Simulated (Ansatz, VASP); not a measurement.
## KI: VASP beside Ansatz

Contents of POSCAR:

```
KI
1.0
    0.0000000000      3.5265635528      3.5265635528
    3.5265635528      0.0000000000      3.5265635528
    3.5265635528      3.5265635528      0.0000000000
K I
1 1
Direct
    0.0000000000      0.0000000000      0.0000000000
    0.5000000000      0.5000000000      0.5000000000
```

File INCAR.step1:

```
SYSTEM = KI
PREC = Accurate
ENCUT = 520
EDIFF = 1E-5
ISMEAR = 0
SIGMA = 0.01
LREAL = .FALSE.
LASPH = .TRUE.
NELM = 80
ALGO = Normal
ISIF = 2
LWAVE = .TRUE.
LCHARG = .FALSE.
NBANDS = 15
GGA = PE
```

The input INCAR.step2:

```
SYSTEM = KI
PREC = Accurate
ENCUT = 520
EDIFF = 1E-7
ISMEAR = 0
SIGMA = 0.01
LREAL = .FALSE.
LASPH = .TRUE.
NELM = 80
ALGO = Normal
ISIF = 2
LWAVE = .FALSE.
LCHARG = .FALSE.
GGA = PE
LHFCALC = .TRUE.
HFSCREEN = 0.2079
PRECFOCK = Normal
NBANDS = 15
ISTART = 1
```

The input KPOINTS:

```
regular mesh
0
G
  4 4 4
  0 0 0
```

Input for Ansatz:

```yaml
crystal:
  lattice:
    - [0.0, 3.5265635528, 3.5265635528]
    - [3.5265635528, 0.0, 3.5265635528]
    - [3.5265635528, 3.5265635528, 0.0]
  atoms:
    - { symbol: K, position: [0.0, 0.0, 0.0] }
    - { symbol: I, position: [0.5, 0.5, 0.5] }
kpoints:
  mp_grid: { grid: [4, 4, 4] }
  band_path:
    path:
      - [0.0, 0.0, 0.0]
      - [0.5, 0.0, 0.5]
      - [0.625, 0.25, 0.625]
      - [0.375, 0.375, 0.75]
      - [0.5, 0.5, 0.5]
      - [0.5, 0.25, 0.75]
    npoints: 1
hamiltonian:
  xc: hse06
scf:
  occupations: { method: fixed }
  n_extra_bands: 4
output:
  forces: true
  stress: true
  eigenvalues: true
```

Change from the starting cell: hydrostatic strain -0.5%.

Alike in both runs: task single point; functional HSE06; k mesh 4 × 4 × 4; no spin polarisation.

|  | VASP | Ansatz |
| --- | --- | --- |
| version | VASP 6.6.1 | Ansatz 0.2.0 |
| potentials or method | VASP PAW PBE potentials, release 64 (K_sv, I) | plane waves, PAW |
| plane-wave cutoff (eV) | 520 | 420 |
| occupations | gaussian, width 0.01 eV | fixed |
| valence electrons in the cell | 16 | 26 |

|  | VASP | Ansatz | Ansatz less VASP |
| --- | --- | --- | --- |
| gap on the k mesh at the Fermi level (eV) | 4.97 | 4.98 | +0.012 |
| pressure (GPa) | 0.5 | 0.5 | -0.01 |

VASP's potentials hold 16 valence electrons a cell and Ansatz's 26, so a difference there can come from the potentials and not from the codes. Ansatz's warnings: stress exchange threshold loose, stress scf threshold loose.

Neither program's run includes spin-orbit coupling.
